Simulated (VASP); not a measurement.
# Ti in VASP: notebook, part 3 of 3

VASP 6.6.1. The steps go on from the part before.

**4. Single point, PBEsol**

Contents of INCAR:

```
PREC     = Accurate       # precision mode
ENCUT    = 550            # plane-wave cutoff, eV
EDIFF    = 1E-6           # SCF threshold, eV
ISMEAR   = -1             # smearing method
SIGMA    = 0.05           # smearing width, eV
LREAL    = F              # projectors in reciprocal space
LASPH    = T              # aspherical terms in the spheres
NELM     = 300            # most SCF steps
ALGO     = All            # electronic algorithm
ISIF     = 2              # what is computed and relaxed
LWAVE    = F              # write WAVECAR
LCHARG   = F              # write CHGCAR
GGA      = PS             # functional
NBANDS   = 25             # bands
GGA_COMPAT= F            
ISEARCH  = 1            
KPAR     = 4
```

Contents of KPOINTS:

```
regular mesh
0
Gamma
  6 6 8
```

Contents of POSCAR:

```
Ti
1.0
    4.5673748306      0.0000000000      0.0000000000
   -2.2836874153      3.9554626319      0.0000000000
    0.0000000000      0.0000000000      2.8262442700
Ti
3
Direct
    0.6666666667      0.3333333333      0.5000000000
    0.3333333333      0.6666666667      0.5000000000
    0.0000000000      0.0000000000      0.0000000000
```

Potentials or basis: VASP PAW PBE potentials, release 64 (Ti_sv).

The run is started by

```sh
$ cat potpaw_PBE.64/Ti_sv/POTCAR > POTCAR
$ mpirun -np 4 vasp_std > vasp.out
```

OUTCAR:

```text
PREC = Accurate
   ENCUT = 550
   EDIFF = 1E-6
   ISMEAR = -1
   LREAL = F
   LASPH = T
   NELM = 300
   ISIF = 2
   GGA = PS

 ion  position               nearest neighbor table
   1  0.667  0.333  0.500-   2 2.64   2 2.64   2 2.64
   2  0.333  0.667  0.500-   1 2.64   1 2.64   1 2.64
   3  0.000  0.000  0.000-

  LATTYP: Found a hexagonal cell.
 ALAT       =     4.5673748306
 C/A-ratio  =     0.6187896494

  Lattice vectors:

 A1 = (   4.5673748306,   0.0000000000,   0.0000000000)
 A2 = (  -2.2836874153,   3.9554626319,   0.0000000000)
 A3 = (   0.0000000000,   0.0000000000,   2.8262442700)

Analysis of symmetry for initial positions (statically):
=====================================================================
 Subroutine PRICEL returns:
 Original cell was already a primitive cell.

 Routine SETGRP: Setting up the symmetry group for a
 hexagonal supercell.

 Subroutine GETGRP returns: Found 24 space group operations
 (whereof 24 operations were pure point group operations)
 out of a pool of 24 trial point group operations.

The static configuration has the point symmetry D_6h.

Analysis of symmetry for dynamics (positions and initial velocities):
=====================================================================
 Subroutine PRICEL returns:
 Original cell was already a primitive cell.

 Routine SETGRP: Setting up the symmetry group for a
 hexagonal supercell.

 Subroutine GETGRP returns: Found 24 space group operations
 (whereof 24 operations were pure point group operations)
 out of a pool of 24 trial point group operations.

The dynamic configuration has the point symmetry D_6h.

 Subroutine INISYM returns: Found 24 space group operations
 (whereof 24 operations are pure point group operations),
 and found     1 'primitive' translations

----------------------------------------------------------------------------------------

                                     Primitive cell

  volume of cell :      51.0592

  direct lattice vectors                    reciprocal lattice vectors
     4.567374831  0.000000000  0.000000000     0.218944150  0.126407464  0.000000000
    -2.283687415  3.955462632  0.000000000     0.000000000  0.252814928  0.000000000
     0.000000000  0.000000000  2.826244270     0.000000000  0.000000000  0.353826458

  length of vectors
     4.567374831  4.567374831  2.826244270     0.252814928  0.252814928  0.353826458

  position of ions in fractional coordinates (direct lattice)
     0.666666667  0.333333333  0.500000000
     0.333333333  0.666666667  0.500000000
     0.000000000  0.000000000  0.000000000

  ion indices of the primitive-cell ions
   primitive index   ion index
                 1           1
                 2           2
                 3           3

----------------------------------------------------------------------------------------

 KPOINTS: regular mesh

Automatic generation of k-mesh.
 Grid dimensions read from file:
 generate k-points for:    6    6    8

 Generating k-lattice:

  Cartesian coordinates                     Fractional coordinates (reciprocal lattice)
     0.036490692  0.021067911  0.000000000     0.166666667 -0.000000000  0.000000000
     0.000000000  0.042135821  0.000000000     0.000000000  0.166666667  0.000000000
     0.000000000  0.000000000  0.044228307     0.000000000  0.000000000  0.125000000

  Length of vectors
     0.042135821  0.042135821  0.044228307

  Shift w.r.t. Gamma in fractional coordinates (k-lattice)
     0.000000000  0.000000000  0.000000000

 Subroutine IBZKPT returns following result:
 ===========================================

 Found     35 irreducible k-points:

 Following reciprocal coordinates:
            Coordinates               Weight
  0.000000  0.000000  0.000000      1.000000
  0.166667  0.000000  0.000000      6.000000
  0.333333  0.000000  0.000000      6.000000
  0.500000  0.000000  0.000000      3.000000
  0.166667  0.166667  0.000000      6.000000
  0.333333  0.166667  0.000000     12.000000
[... 16 lines left out ...]
  0.166667  0.000000  0.375000     12.000000
  0.333333  0.000000  0.375000     12.000000
 [... further k-points ...]
   k-points           NKPTS =     35   k-points in BZ     NKDIM =     35   number of bands    NBANDS=     25
   number of dos      NEDOS =    301   number of ions     NIONS =      3
   total plane-waves  NPLWV =  31104
   dimension x,y,z NGX =    36 NGY =   36 NGZ =   24
   dimension x,y,z NGXF=    72 NGYF=   72 NGZF=   48
   ions per type =               3
   NGX,Y,Z   is equivalent  to a cutoff of  13.10, 13.10, 14.12 a.u.
   NGXF,Y,Z  is equivalent  to a cutoff of  26.21, 26.21, 28.23 a.u.
 SYSTEM =  unknown system
   PREC   = accura    normal or accurate (medium, high low for compatibility)
   ISTART =      0    job   : 0-new  1-cont  2-samecut
   ICHARG =      2    charge: 1-file 2-atom 10-const
   ISPIN  =      1    spin polarized calculation?
   LNONCOLLINEAR =      F non collinear calculations
   LSORBIT =      F    spin-orbit coupling
   LASPH  =      T    aspherical Exc in radial PAW
   ENCUT  =  550.0 eV  40.42 Ry    6.36 a.u.   8.73  8.73  5.40*2*pi/ulx,y,z
   NELM   =    300;   NELMIN=  2; NELMDL= -5     # of ELM steps
   EDIFF  = 0.1E-05   stopping-criterion for ELM
   LREAL  =      F    real-space projection
[... 7 lines left out ...]
   TEBEG  =    0.0;   TEEND  =   0.0 temperature during run
   PSTRESS=    0.0 pullay stress
   NELECT =      36.0000    total number of electrons
   NUPDOWN=      -1.0000    fix difference up-down
   EMIN   =  10.00;   EMAX   =-10.00  energy-range for DOS
   EFERMI =   0.00;   METHOD = LEGACY
   ISMEAR =    -1;   SIGMA  =   0.05  broadening in eV -4-tet -1-fermi 0-gaus
   EFERMI_NEDOS =   21; number of points for ismear=-14 and -15
   IALGO  =     58    algorithm
   IMIX   =      4    mixing-type and parameters
     AMIX     =   0.40;   BMIX     =  1.00
     AMIX_MAG =   1.60;   BMIX_MAG =  1.00
  volume/ion in A,a.u.               =      17.02       114.85
  Fermi-wavevector in a.u.,A,eV,Ry     =   1.457084  2.753489 28.886426  2.123092
  Thomas-Fermi vector in A             =   2.573926
   LORBIT       =      0    0 simple, 1 ext, 2 COOP (PROOUT), +10 PAW based schemes
   GGA     = PS    functional components
   LHFCALC =     F    Hartree Fock is set to
   AEXX    =    0.0000 exact exchange contribution
   IVDW    =     0    specifies the selected vdW correction
   LEPSILON=     F    determine dielectric tensor
   LRPA    =     F    only Hartree local field effects (RPA)
 non-spin polarized calculation
  energy-cutoff  :      550.00
  volume of cell :       51.06
 maximum number of plane-waves:      1529
 NGX is ok and might be reduce to    36
   NGX = 17   NGY = 17   NGZ = 11

 number of electron      35.9999989 magnetization

 Free energy of the ion-electron system (eV)
  ---------------------------------------------------
  ext. energy  EPLUGINS =         0.00000000
  ---------------------------------------------------
  free energy    TOTEN  =       -25.04127690 eV

  energy without entropy =      -25.01555996  energy(sigma->0) =      -25.02841843

 E-fermi :   8.3052     XC(G=0): -11.7328

 val. band max:        8.2793010380   @ k =   0.3333   0.0000   0.1250
 cond. band min:       8.3566650588   @ k =   0.5000   0.0000   0.2500
 fundamental gap:      0.0773640208
 Fermi energy:         8.3051663890

 k-point     1 :       0.0000    0.0000    0.0000
  band No.  band energies     occupation
      1     -48.3358      2.00000
      2     -48.0807      2.00000
      3     -47.9115      2.00000
      4     -24.7516      2.00000
      5     -24.7516      2.00000
      6     -24.6523      2.00000
[... 17 lines left out ...]
     24      10.1805      0.00000
     25      10.2207      0.00000

 k-point     2 :       0.1667    0.0000    0.0000
  band No.  band energies     occupation
      1     -48.3319      2.00000
      2     -48.0739      2.00000
      3     -47.9226      2.00000
      4     -24.8216      2.00000
      5     -24.7950      2.00000
      6     -24.5808      2.00000
[... 17 lines left out ...]
     24       9.8389      0.00000
     25      10.7129      0.00000
[... 586 lines left out ...]
     24      11.2419      0.00000
     25      11.3705      0.00000

 k-point    24 :       0.3333    0.0000    0.3750
  band No.  band energies     occupation
      1     -48.2728      2.00000
      2     -48.0078      2.00000
      3     -47.9037      2.00000
      4     -24.7889      2.00000
      5     -24.7430      2.00000
      6     -24.7227      2.00000
[... 17 lines left out ...]
     24      11.1238      0.00000
     25      11.3089      0.00000

 [... further k-points ...]

------------------------ aborting loop because EDIFF is reached ----------------------------------------

  FORCE on cell =-STRESS in cart. coord.  units (eV):
  Direction    XX          YY          ZZ          XY          YZ          ZX
  --------------------------------------------------------------------------------------
  -------------------------------------------------------------------------------------
  Total       -1.2001415     -1.2001415     -1.1898517      0.0000000      0.0000000     -0.0000000
  in kB      -37.6590535    -37.6590535    -37.3361729      0.0000000      0.0000000     -0.0000000
  external PRESSURE =     -37.5514266 kB  Pullay stress =       0.0000000 kB

 VOLUME and BASIS-vectors are now :
 -----------------------------------------------------------------------------
  energy-cutoff  :      550.00
  volume of cell :       51.06
      direct lattice vectors                 reciprocal lattice vectors
     4.567374831  0.000000000  0.000000000     0.218944150  0.126407464  0.000000000
    -2.283687415  3.955462632  0.000000000     0.000000000  0.252814928  0.000000000
     0.000000000  0.000000000  2.826244270     0.000000000  0.000000000  0.353826458

 POSITION                                       TOTAL-FORCE (eV/Angst)
 -----------------------------------------------------------------------------------
      2.28369      1.31849      1.41312        -0.000000      0.000000      0.000000
     -0.00000      2.63698      1.41312         0.000000     -0.000000     -0.000000
      0.00000      0.00000      0.00000         0.000000     -0.000000      0.000000
 -----------------------------------------------------------------------------------
    total drift:                                0.000000      0.000000     -0.000000

  FREE ENERGIE OF THE ION-ELECTRON SYSTEM (eV)
  ---------------------------------------------------
  free  energy   TOTEN  =       -25.0412769002 eV

  energy  without entropy=      -25.0155586522  energy(sigma->0) =      -25.02841778
```

It took 14 s on 4 MPI ranks of Intel Xeon 6975P-C (Granite Rapids), shared host; peak memory 0.21 GiB.

Results:

| Property | Result |
| --- | --- |
| Free energy | -25.0413 eV |
| Pressure | -3.8 GPa |
| Band gap on the k mesh | zero (bands 18 and 19 overlap by 0.14 eV) |

Caveat: the cell stands under tension; the PAW data sets were made with another functional, which shifts forces and pressure a little.

**5. The runs side by side**

| task | level | potentials or basis | cell | k mesh | cutoff (eV) | gap on the mesh (eV) | pressure (GPa) |
| --- | --- | --- | --- | --- | --- | --- | --- |
| single point | LDA | VASP PAW LDA potentials, release 64 (Ti_sv) | a = 4.567, b = 4.567, c = 2.826 Å, angles 90.0, 90.0, 120.0°, 3 atoms | 7 × 7 × 9 | 550 | none | -8.1 |
| relaxation of the atoms | PBEsol | VASP PAW PBE potentials, release 64 (Ti_sv) | atoms relaxed from a = 4.567, b = 4.548, c = 2.826 Å, angles 90.0, 90.0, 119.6°, 3 atoms | 6 × 6 × 8 | 450 | none | -4.1 |
| single point | PBEsol | VASP PAW PBE potentials, release 64 (Ti_sv) | a = 4.567, b = 4.567, c = 2.826 Å, angles 90.0, 90.0, 120.0°, 3 atoms | 6 × 6 × 8 | 550 | none | -3.8 |

Alike in all rows: no spin polarisation; smearing fermi-dirac 0.05 eV.

Caveats: the cell stands under tension (at least some runs); the PAW data sets were made with another functional, which shifts forces and pressure a little (at least some runs); the relaxation stopped at its first step, so nothing moved (at least some runs).

Absolute energies hang on the potentials; compare differences alone.

The gap in the log of VASP goes by the Fermi energy; the results here count the filled bands.